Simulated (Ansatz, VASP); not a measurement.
## One calculation of BiOs, two programs

File POSCAR:

```
BiOs
1.0
    0.0000000000      2.7895252664      2.7895252664
    2.7895252664      0.0000000000      2.7895252664
    2.7895252664      2.7895252664      0.0000000000
Os Bi
1 1
Direct
    0.5000000000      0.5000000000      0.5000000000
    0.0000000000      0.0000000000      0.0000000000
```

The input INCAR.step1:

```
PREC = Accurate ; ENCUT = 520
ISMEAR = 0 ; SIGMA = 0.05
LREAL = False ; LASPH = True
NELM = 100 ; NBANDS = 18
GGA = PE ; ALGO = Normal
EDIFF = 1E-4 ; LWAVE = True
LCHARG = False
```

Contents of INCAR.step2:

```
PREC = Accurate ; ENCUT = 520
EDIFF = 1E-7 ; ISMEAR = 0
SIGMA = 0.05 ; LREAL = False
LASPH = True ; NELM = 100
ALGO = Normal ; ISIF = 2
LWAVE = False ; LCHARG = True
METAGGA = R2SCAN ; LMIXTAU = True
LELF = True ; LVHAR = True
NBANDS = 18 ; ISTART = 1
```

The input KPOINTS:

```
regular mesh
0
Gamma
  10 10 10
```

Input for Ansatz:

```yaml
crystal:
  lattice:
    - [0.0, 2.7895252664, 2.7895252664]
    - [2.7895252664, 0.0, 2.7895252664]
    - [2.7895252664, 2.7895252664, 0.0]
  atoms:
    - { symbol: Os, position: [0.5, 0.5, 0.5] }
    - { symbol: Bi, position: [0.0, 0.0, 0.0] }
basis:
  ecutwfc: 500
  ecutrho_ratio: 4
kpoints:
  mp_grid: { grid: [10, 10, 10] }
hamiltonian:
  xc: r2scan
scf:
  occupations: { method: gaussian, width: 0.05 }
output:
  forces: true
  stress: true
  eigenvalues: true
```

Alike in both runs: task single point; functional r2SCAN; k mesh 10 × 10 × 10; occupations gaussian, width 0.05 eV; no spin polarisation.

```csv
,VASP,Ansatz
version,VASP 6.6.1,Ansatz 0.2.0
potentials or method,"VASP PAW PBE potentials, release 64 (Os, Bi_d), cutoff 520 eV","scalar-relativistic, plane waves, PAW"
valence electrons in the cell,23,31
```

Ansatz gave:

```
gap on the k mesh at the Fermi level (eV) : none
pressure (GPa)                            : -2.6
```

**Question.** What did VASP give for the same quantities?

**Answer.** gap on the k mesh at the Fermi level (eV): none; pressure (GPa): -2.1.

VASP's potentials were made for PBE, not for r2SCAN. A gap of «none» marks a metal or a gap that the smearing closes. VASP's potentials hold 23 valence electrons a cell and Ansatz's 31, so a difference there can come from the potentials and not from the codes.

Spin-orbit coupling is off throughout.
